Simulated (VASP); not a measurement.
A run of VASP 6.6.1:

File INCAR:

```
SYSTEM = InSe
PREC     = Accurate       ! precision mode
ENCUT    = 520            ! plane-wave cutoff, eV
EDIFF    = 1E-6           ! SCF threshold, eV
ISMEAR   = 0              ! smearing method
SIGMA    = 0.05           ! smearing width, eV
LREAL    = .False.        ! projectors in reciprocal space
LASPH    = .True.         ! aspherical terms in the spheres
NELM     = 60             ! most SCF steps
ALGO     = Normal         ! electronic algorithm
ISIF     = 2              ! what is computed and relaxed
LWAVE    = .False.        ! write WAVECAR
LCHARG   = .False.        ! write CHGCAR
LDIPOL   = .True.       
IDIPOL   = 3            
DIPOL    = 0.5 0.5 0.406
GGA      = PE             ! functional
IVDW     = 12             ! dispersion correction
NBANDS   = 48             ! bands
```

File KPOINTS:

```
Automatic mesh
0
Gamma
  9 9 1
  0 0 0
```

POSCAR

```
InSe
1.0
    4.0266104108      0.0000000000      0.0000000000
   -2.0133052054      3.4871469069      0.0000000000
    0.0000000000      0.0000000000     28.2707105452
Se In
4 4
Direct
    0.0000000000      0.0000000000      0.1591753413
    0.0000000000      0.0000000000      0.3496677332
    0.4444444444      0.8888888889      0.4614441951
    0.4444444444      0.8888888889      0.6519365870
    0.6666666667      0.3333333333      0.2049979888
    0.6666666667      0.3333333333      0.3038451603
    1.1111111111      1.2222222222      0.5072668426
    1.1111111111      1.2222222222      0.6061140141
```

Potentials or basis: VASP PAW PBE potentials, release 64 (Se, In_d).

Run with:

```bash
$ cat potpaw_PBE.64/Se/POTCAR potpaw_PBE.64/In_d/POTCAR > POTCAR
$ mpirun -np 1 vasp_std > vasp.out
```

Hardware: 1 thread of AMD EPYC 9R45 (Zen 5), with other jobs on the host.

Question: How long does it take, and how much memory?

Answer: Run time: 5.7 min on 1 thread of AMD EPYC 9R45 (Zen 5) (shared host), peak memory 0.61 GiB. Counts: scf iterations 23, k points 25.
